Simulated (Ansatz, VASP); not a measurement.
BeS in VASP and in Ansatz

```xyz
2
Lattice="0.0000 2.4352 2.4352 2.4352 0.0000 2.4352 2.4352 2.4352 0.0000" Properties=species:S:1:pos:R:3 pbc="T T T"
Be    0.0000    0.0000    0.0000
S     3.6527    3.6527    3.6527
```

Alike in both runs: task single point; functional PBE; k mesh 8 × 8 × 8; occupations gaussian, width 0.1 eV; no spin polarisation; Hubbard terms S p U = 1.7 eV.

|  | VASP | Ansatz |
| --- | --- | --- |
| version | VASP 6.6.1 | Ansatz 0.2.0 |
| potentials or method | VASP PAW PBE potentials, release 64 (Be, S), cutoff 600 eV | scalar-relativistic, plane waves, PAW |
| valence electrons in the cell | 8 | 8 |

Ansatz gave:

```
gap on the k mesh at the Fermi level (eV) : 3.70
least direct gap on the mesh (eV)         : 6.17
pressure (GPa)                            : -0.4
```

Q: Estimate VASP's values.

A: gap on the k mesh at the Fermi level (eV): 3.09; least direct gap on the mesh (eV): 5.63; pressure (GPa): 0.7.

The programs project onto different local orbitals, so the same U acts differently, and such runs can settle in different states.
